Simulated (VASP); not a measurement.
Ge: single point with PBEsol

Ge:

```
Ge
1.0
     0.00000    2.85717    4.95984
     2.59451    0.00000    4.95984
     2.59451    2.85717    0.00000
Ge
4
Direct
  0.72654 0.27346 0.72654
  0.27346 0.72654 0.27346
  0.22345 0.22345 0.77655
  0.77655 0.77655 0.22345
```

```
Program                : VASP 6.6.1
Task                   : single point
Functional             : PBEsol
Potentials or basis    : VASP PAW PBE potentials, release 64 (Ge_d)
Cutoff                 : 520 eV
k mesh                 : 7 × 7 × 7
Occupations            : fermi-dirac, width 0.05 eV
Spin                   : no spin polarisation
Dipole correction      : no
Further INCAR settings : ALGO = Normal; EDIFF = 1e-06; NBANDS = 36
```

```json
{
 "Pressure": "-0.2 GPa",
 "Largest force": "0.009 eV/Å",
 "Band gap on the k mesh": "zero (band 28 reaches 7.86 eV, above the bottom of band 29 at 4.90 eV)"
}
```

Forces in eV/Å, atoms in the order of the input:
```
Ge   0.000 -0.009  0.000
Ge   0.000  0.009  0.000
Ge   0.000  0.000 -0.003
Ge   0.000  0.000  0.003
```

Levels at points of the mesh, in eV from the Fermi level:
| k point | band 26 | band 27 | band 28 | band 29 | band 30 | band 31 |
| --- | --- | --- | --- | --- | --- | --- |
| (0.00, 0.00, 0.00) | -2.43 | -2.06 | -2.05 | -1.83 | 2.94 | 3.52 |

Wall time 100 s on 1 thread of Intel(R) Xeon(R) 6975P-C (Granite Rapids) (shared host), peak memory 0.29 GiB.

Caveat: the PAW data sets were made with another functional, which shifts forces and pressure a little.
